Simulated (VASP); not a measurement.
# YZn (Pm-3m) in VASP: single point with LDA

Aim: the single point of YZn with LDA.

All numbers are computed with VASP 6.6.1; they aren't measurements. Logs are shortened: lines on timing, memory, paths and dates and some standing lists are left out, and cuts for length are marked.

## (1) The cell of the first run

The structure is cubic, space group Pm-3m (No. 221). Conventional cell: a = 3.590 Å, b = 3.590 Å, c = 3.590 Å, α = 90.00°, β = 90.00°, γ = 90.00°. Zn (site symmetry m-3m) has 8 Y at 3.11 Å and 6 Zn at 3.59 Å within 4.1 Å. Within 4.1 Å of Y (site symmetry m-3m) lie 8 Zn at 3.11 Å and 6 Y at 3.59 Å.

## (2) Single point, LDA

INCAR reads:

```
PREC = Accurate ; ENCUT = 520
EDIFF = 1E-6 ; ISMEAR = 0
SIGMA = 0.0977 ; LREAL = F
LASPH = T ; NELM = 80
ALGO = Normal ; ISIF = 2
LWAVE = F ; LCHARG = F
GGA = CA ; NBANDS = 18
```

KPOINTS reads:

```
Automatic mesh
0
Gamma
  9 9 9
```

POSCAR reads:

```
YZn
1.0
    3.5895270000      0.0000000000      0.0000000000
    0.0000000000      3.5895270000      0.0000000000
    0.0000000000      0.0000000000      3.5895270000
Zn Y
1 1
Direct
    0.5000000000      0.5000000000      0.5000000000
    0.0000000000      0.0000000000      0.0000000000
```

Potentials or basis: VASP PAW LDA potentials, release 64 (Zn, Y_sv).

The run is started by

```
cat potpaw_LDA.64/Zn/POTCAR potpaw_LDA.64/Y_sv/POTCAR > POTCAR
mpirun -np 1 vasp_std > vasp.out
```

OUTCAR:

```text
PREC = Accurate
   ENCUT = 520
   EDIFF = 1E-6
   ISMEAR = 0
   LREAL = F
   LASPH = T
   NELM = 80
   ISIF = 2
   GGA = CA

 ion  position               nearest neighbor table
   1  0.500  0.500  0.500-   2 3.11   2 3.11   2 3.11   2 3.11   2 3.11   2 3.11   2 3.11   2 3.11

   2  0.000  0.000  0.000-   1 3.11   1 3.11   1 3.11   1 3.11   1 3.11   1 3.11   1 3.11   1 3.11

  LATTYP: Found a simple cubic cell.
 ALAT       =     3.5895270000

  Lattice vectors:

 A1 = (   3.5895270000,   0.0000000000,   0.0000000000)
 A2 = (   0.0000000000,   3.5895270000,   0.0000000000)
 A3 = (   0.0000000000,   0.0000000000,   3.5895270000)

Analysis of symmetry for initial positions (statically):
=====================================================================
 Subroutine PRICEL returns:
 Original cell was already a primitive cell.

 Routine SETGRP: Setting up the symmetry group for a
 simple cubic supercell.

 Subroutine GETGRP returns: Found 48 space group operations
 (whereof 48 operations were pure point group operations)
 out of a pool of 48 trial point group operations.

The static configuration has the point symmetry O_h .

Analysis of symmetry for dynamics (positions and initial velocities):
=====================================================================
 Subroutine PRICEL returns:
 Original cell was already a primitive cell.

 Routine SETGRP: Setting up the symmetry group for a
 simple cubic supercell.

 Subroutine GETGRP returns: Found 48 space group operations
 (whereof 48 operations were pure point group operations)
 out of a pool of 48 trial point group operations.

The dynamic configuration has the point symmetry O_h .

 Subroutine INISYM returns: Found 48 space group operations
 (whereof 48 operations are pure point group operations),
 and found     1 'primitive' translations

----------------------------------------------------------------------------------------

                                     Primitive cell

  volume of cell :      46.2500

  direct lattice vectors                    reciprocal lattice vectors
     3.589527000  0.000000000  0.000000000     0.278588237  0.000000000  0.000000000
     0.000000000  3.589527000  0.000000000     0.000000000  0.278588237  0.000000000
     0.000000000  0.000000000  3.589527000     0.000000000  0.000000000  0.278588237

  length of vectors
     3.589527000  3.589527000  3.589527000     0.278588237  0.278588237  0.278588237

  position of ions in fractional coordinates (direct lattice)
     0.500000000  0.500000000  0.500000000
     0.000000000  0.000000000  0.000000000

  ion indices of the primitive-cell ions
   primitive index   ion index
                 1           1
                 2           2

----------------------------------------------------------------------------------------

 KPOINTS: Automatic mesh

Automatic generation of k-mesh.
 Grid dimensions read from file:
 generate k-points for:    9    9    9

 Generating k-lattice:

  Cartesian coordinates                     Fractional coordinates (reciprocal lattice)
     0.030954249  0.000000000  0.000000000     0.111111111  0.000000000  0.000000000
     0.000000000  0.030954249  0.000000000     0.000000000  0.111111111  0.000000000
     0.000000000  0.000000000  0.030954249     0.000000000  0.000000000  0.111111111

  Length of vectors
     0.030954249  0.030954249  0.030954249

  Shift w.r.t. Gamma in fractional coordinates (k-lattice)
     0.000000000  0.000000000  0.000000000

 Subroutine IBZKPT returns following result:
 ===========================================

 Found     35 irreducible k-points:

 Following reciprocal coordinates:
            Coordinates               Weight
  0.000000  0.000000  0.000000      1.000000
  0.111111  0.000000  0.000000      6.000000
  0.222222  0.000000  0.000000      6.000000
  0.333333  0.000000  0.000000      6.000000
  0.444444  0.000000  0.000000      6.000000
  0.111111  0.111111  0.000000     12.000000
[... 16 lines left out ...]
  0.333333  0.333333  0.111111     24.000000
  0.444444  0.333333  0.111111     48.000000
 [... further k-points ...]
   k-points           NKPTS =     35   k-points in BZ     NKDIM =     35   number of bands    NBANDS=     18
   number of dos      NEDOS =    301   number of ions     NIONS =      2
   total plane-waves  NPLWV =  21952
   dimension x,y,z NGX =    28 NGY =   28 NGZ =   28
   dimension x,y,z NGXF=    56 NGYF=   56 NGZF=   56
   ions per type =               1   1
   NGX,Y,Z   is equivalent  to a cutoff of  12.97, 12.97, 12.97 a.u.
   NGXF,Y,Z  is equivalent  to a cutoff of  25.94, 25.94, 25.94 a.u.
 SYSTEM =  unknown system
   PREC   = accura    normal or accurate (medium, high low for compatibility)
   ISTART =      0    job   : 0-new  1-cont  2-samecut
   ICHARG =      2    charge: 1-file 2-atom 10-const
   ISPIN  =      1    spin polarized calculation?
   LNONCOLLINEAR =      F non collinear calculations
   LSORBIT =      F    spin-orbit coupling
   LASPH  =      T    aspherical Exc in radial PAW
   ENCUT  =  520.0 eV  38.22 Ry    6.18 a.u.   6.67  6.67  6.67*2*pi/ulx,y,z
   NELM   =     80;   NELMIN=  2; NELMDL= -5     # of ELM steps
   EDIFF  = 0.1E-05   stopping-criterion for ELM
   LREAL  =      F    real-space projection
   EDIFFG = 0.1E-04   stopping-criterion for IOM
   NSW    =      0    number of steps for IOM
   IBRION =     -1    ionic relax: 0-MD 1-quasi-New 2-CG
   NFREE  =      0    steps in history (QN), initial steepest desc. (CG)
   ISIF   =      2    stress and relaxation
   ISYM   =      2    0-nonsym 1-usesym 2-fastsym
   POTIM  = 0.5000    time-step for ionic-motion
   TEBEG  =    0.0;   TEEND  =   0.0 temperature during run
   PSTRESS=    0.0 pullay stress
   NELECT =      23.0000    total number of electrons
   NUPDOWN=      -1.0000    fix difference up-down
   EMIN   =  10.00;   EMAX   =-10.00  energy-range for DOS
   EFERMI =   0.00;   METHOD = LEGACY
   ISMEAR =     0;   SIGMA  =   0.10  broadening in eV -4-tet -1-fermi 0-gaus
   EFERMI_NEDOS =   21; number of points for ismear=-14 and -15
   IALGO  =     38    algorithm
   IMIX   =      4    mixing-type and parameters
     AMIX     =   0.40;   BMIX     =  1.00
     AMIX_MAG =   1.60;   BMIX_MAG =  1.00
  volume/ion in A,a.u.               =      23.12       156.06
  Fermi-wavevector in a.u.,A,eV,Ry     =   1.297021  2.451014 22.888571  1.682263
  Thomas-Fermi vector in A             =   2.428440
   LORBIT       =      0    0 simple, 1 ext, 2 COOP (PROOUT), +10 PAW based schemes
   GGA     = CA    functional components
   LHFCALC =     F    Hartree Fock is set to
   AEXX    =    0.0000 exact exchange contribution
   IVDW    =     0    specifies the selected vdW correction
   LEPSILON=     F    determine dielectric tensor
   LRPA    =     F    only Hartree local field effects (RPA)
 non-spin polarized calculation
 Gauss-broadening in eV      SIGMA  =   0.10
  energy-cutoff  :      520.00
  volume of cell :       46.25
 maximum number of plane-waves:      1267
 NGX is ok and might be reduce to    28
   NGX = 13   NGY = 13   NGZ = 13

 number of electron      22.9999979 magnetization

 Free energy of the ion-electron system (eV)
  ---------------------------------------------------
  ext. energy  EPLUGINS =         0.00000000
  ---------------------------------------------------
  free energy    TOTEN  =        -9.48341997 eV

  energy without entropy =       -9.47344839  energy(sigma->0) =       -9.47843418

 E-fermi :   2.8987     XC(G=0): -10.5556

 val. band max:        2.8981349507   @ k =   0.1111   0.0000   0.0000
 cond. band min:       2.9063114301   @ k =   0.1111   0.1111   0.1111
 fundamental gap:      0.0081764794
 Fermi energy:         2.8987365673

 k-point     1 :       0.0000    0.0000    0.0000
  band No.  band energies     occupation
      1     -39.6391      2.00000
      2     -19.6146      2.00000
      3     -19.6146      2.00000
      4     -19.6146      2.00000
      5      -4.2287      2.00000
      6      -4.2287      2.00000
[... 10 lines left out ...]
     17       7.5240      0.00000
     18       7.5240      0.00000

 k-point     2 :       0.1111    0.0000    0.0000
  band No.  band energies     occupation
      1     -39.6364      2.00000
      2     -19.6543      2.00000
      3     -19.6113      2.00000
      4     -19.6113      2.00000
      5      -4.2216      2.00000
      6      -4.2076      2.00000
[... 10 lines left out ...]
     17       8.5159      0.00000
     18       8.5159      0.00000

 k-point     3 :       0.2222    0.0000    0.0000
  band No.  band energies     occupation
      1     -39.6297      2.00000
      2     -19.7533      2.00000
      3     -19.6029      2.00000
      4     -19.6029      2.00000
      5      -4.2039      2.00000
      6      -4.1573      2.00000
[... 10 lines left out ...]
     17       9.7860      0.00000
     18       9.7860      0.00000

 k-point     4 :       0.3333    0.0000    0.0000
  band No.  band energies     occupation
      1     -39.6220      2.00000
      2     -19.8632      2.00000
      3     -19.5933      2.00000
      4     -19.5933      2.00000
      5      -4.1837      2.00000
      6      -4.1025      2.00000
[... 10 lines left out ...]
     17      11.1346      0.00000
     18      11.1346      0.00000

 k-point     5 :       0.4444    0.0000    0.0000
  band No.  band energies     occupation
      1     -39.6169      2.00000
      2     -19.9335      2.00000
      3     -19.5871      2.00000
      4     -19.5871      2.00000
      5      -4.1705      2.00000
      6      -4.0819      2.00000
[... 10 lines left out ...]
     17      10.8169      0.00000
     18      12.1605      0.00000

 k-point     6 :       0.1111    0.1111    0.0000
  band No.  band energies     occupation
      1     -39.6338      2.00000
      2     -19.6535      2.00000
      3     -19.6478      2.00000
      4     -19.6079      2.00000
      5      -4.2090      2.00000
      6      -4.1923      2.00000
[... 10 lines left out ...]
     17       8.1563      0.00000
     18       9.1223      0.00000

 k-point     7 :       0.2222    0.1111    0.0000
  band No.  band energies     occupation
      1     -39.6271      2.00000
      2     -19.7490      2.00000
      3     -19.6412      2.00000
      4     -19.5995      2.00000
      5      -4.1912      2.00000
      6      -4.1441      2.00000
[... 10 lines left out ...]
     17       9.0317      0.00000
     18      10.2049      0.00000

 k-point     8 :       0.3333    0.1111    0.0000
  band No.  band energies     occupation
      1     -39.6194      2.00000
      2     -19.8579      2.00000
      3     -19.6308      2.00000
      4     -19.5899      2.00000
      5      -4.1732      2.00000
      6      -4.0998      2.00000
[... 10 lines left out ...]
     17      10.0561      0.00000
     18      11.3811      0.00000
[... 229 lines left out ...]
     17      10.4354      0.00000
     18      11.1697      0.00000

 k-point    20 :       0.2222    0.2222    0.1111
  band No.  band energies     occupation
      1     -39.6178      2.00000
      2     -19.7395      2.00000
      3     -19.7271      2.00000
      4     -19.6283      2.00000
      5      -4.1494      2.00000
      6      -4.1137      2.00000
[... 10 lines left out ...]
     17       8.6070      0.00000
     18      10.3692      0.00000

 k-point    21 :       0.3333    0.2222    0.1111
  band No.  band energies     occupation
      1     -39.6102      2.00000
      2     -19.8396      2.00000
      3     -19.7202      2.00000
      4     -19.6179      2.00000
      5      -4.1448      2.00000
      6      -4.1367      2.00000
[... 10 lines left out ...]
     17       9.0539      0.00000
     18      11.0408      0.00000

 k-point    22 :       0.4444    0.2222    0.1111
  band No.  band energies     occupation
      1     -39.6053      2.00000
      2     -19.9073      2.00000
      3     -19.7120      2.00000
      4     -19.6111      2.00000
      5      -4.1629      2.00000
      6      -4.1310      2.00000
[... 10 lines left out ...]
     17       9.2964      0.00000
     18      11.1120      0.00000

 k-point    23 :       0.3333    0.3333    0.1111
  band No.  band energies     occupation
      1     -39.6028      2.00000
      2     -19.8287      2.00000
      3     -19.8195      2.00000
      4     -19.6075      2.00000
      5      -4.1815      2.00000
      6      -4.1309      2.00000
[... 10 lines left out ...]
     17       8.4871      0.00000
     18      10.5369      0.00000

 k-point    24 :       0.4444    0.3333    0.1111
  band No.  band energies     occupation
      1     -39.5979      2.00000
      2     -19.8906      2.00000
      3     -19.8141      2.00000
      4     -19.6006      2.00000
      5      -4.2050      2.00000
      6      -4.1314      2.00000
[... 10 lines left out ...]
     17       8.3653      0.00000
     18      10.2188      0.00000

 [... further k-points ...]

------------------------ aborting loop because EDIFF is reached ----------------------------------------

  FORCE on cell =-STRESS in cart. coord.  units (eV):
  Direction    XX          YY          ZZ          XY          YZ          ZX
  --------------------------------------------------------------------------------------
  -------------------------------------------------------------------------------------
  Total       -1.6718019     -1.6718019     -1.6718019     -0.0000000      0.0000000     -0.0000000
  in kB      -57.9140231    -57.9140231    -57.9140231     -0.0000000      0.0000000     -0.0000000
  external PRESSURE =     -57.9140231 kB  Pullay stress =       0.0000000 kB

 VOLUME and BASIS-vectors are now :
 -----------------------------------------------------------------------------
  energy-cutoff  :      520.00
  volume of cell :       46.25
      direct lattice vectors                 reciprocal lattice vectors
     3.589527000  0.000000000  0.000000000     0.278588237  0.000000000  0.000000000
     0.000000000  3.589527000  0.000000000     0.000000000  0.278588237  0.000000000
     0.000000000  0.000000000  3.589527000     0.000000000  0.000000000  0.278588237

 POSITION                                       TOTAL-FORCE (eV/Angst)
 -----------------------------------------------------------------------------------
      1.79476      1.79476      1.79476         0.000000      0.000000      0.000000
      0.00000      0.00000      0.00000         0.000000      0.000000      0.000000
 -----------------------------------------------------------------------------------
    total drift:                                0.000000      0.000000      0.000000

  FREE ENERGIE OF THE ION-ELECTRON SYSTEM (eV)
  ---------------------------------------------------
  free  energy   TOTEN  =        -9.4834199652 eV

  energy  without entropy=       -9.4734483924  energy(sigma->0) =       -9.47843418
```

Run time: 12 s. Hardware: 1 thread of Intel Xeon Platinum 8488C (Sapphire Rapids), shared host; peak memory 0.17 GiB.

Results:

```
Free energy : -9.4834 eV
Pressure    : -5.8 GPa
```
